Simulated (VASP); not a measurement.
**Sn8O15 (a cell with a defect): single point with PBE**

The system is Sn8O15 (a cell with a defect).

```
CELL_PARAMETERS angstrom
4.82652 -4.82837 0.00000
4.82652 4.82837 0.00000
-4.82652 0.00000 6.47633
ATOMIC_POSITIONS crystal
Sn 0.13900 0.65292 0.27895
Sn 0.37900 0.88451 0.75894
Sn 0.61968 0.12520 0.24029
Sn 0.85968 0.37357 0.72028
Sn 0.99935 0.95336 0.99962
Sn 0.24936 0.25668 0.49963
Sn 0.49932 0.50270 0.99962
Sn 0.74931 0.75666 0.49960
O 0.25367 0.56472 0.50849
O 0.49923 0.80664 0.99962
O 0.74480 0.05584 0.49074
O 0.42593 0.62299 0.24936
O 0.68966 0.88362 0.75822
O 0.93107 0.12501 0.24101
O 0.17620 0.37325 0.74988
O 0.82246 0.62325 0.24936
O 0.06762 0.88376 0.75822
O 0.30902 0.12514 0.24101
O 0.57273 0.37350 0.74988
O 0.99943 0.65096 0.99961
O 0.25642 0.95944 0.51354
O 0.49949 0.19959 0.99962
O 0.74249 0.44551 0.48569
```

This cell differs from its parent crystal: atoms taken out, then relaxed in part.

```yaml
Program: VASP 6.6.1
Task: single point
Functional: PBE
Potentials_or_basis: VASP PAW PBE potentials, release 64 (Sn_d, O)
Cutoff: 520 eV
k_mesh: 3 × 3 × 3
Occupations: gaussian, width 0.01 eV
Spin: no spin polarisation
Dipole_correction: no
Charge: 2
Further_INCAR_settings: LREAL = Auto; ALGO = Normal; EDIFF = 1e-06; NBANDS = 118; NELECT = 200.0
```

```yaml
Largest_force: 0.037 eV/Å
```

Forces on the atoms (eV/Å):
```
Sn   0.001 -0.010 -0.022
Sn   0.005  0.008 -0.019
Sn   0.007  0.013  0.004
Sn  -0.006 -0.004  0.033
Sn   0.019  0.019  0.001
Sn  -0.006 -0.002 -0.001
Sn  -0.004 -0.005  0.002
Sn  -0.003 -0.004  0.007
O   -0.021 -0.018  0.009
O   -0.022 -0.022  0.000
O   -0.019 -0.021 -0.012
O   -0.010  0.011 -0.014
O   -0.011  0.010 -0.005
O   -0.012  0.010  0.008
O   -0.010  0.010  0.012
O    0.008 -0.011 -0.012
O    0.013 -0.014 -0.005
O    0.010 -0.012  0.006
O    0.011 -0.011  0.010
O   -0.009 -0.010 -0.002
O    0.021  0.025  0.017
O    0.016  0.016  0.002
O    0.023  0.023 -0.018
```

Levels at points of the mesh, in eV from the Fermi level:
```
           k point  band 97  band 98  band 99  band 100  band 101  band 102  band 103  band 104
(0.00, 0.00, 0.00)    -0.69    -0.68    -0.68     -0.10      0.15      3.63      3.74      3.93
```

It took 35 min on 1 thread of Intel Xeon 8259CL, with other jobs on the host, peak memory 0.6 GiB.

Caveat: the cell carries a net charge on a neutralising background, which shifts energy and pressure; the cell differs from its parent crystal (atoms taken out, then relaxed in part); the cell is charged against a uniform background, so pressure and absolute levels hang on convention; spin-orbit coupling is left out, which moves the levels of the heavy elements.
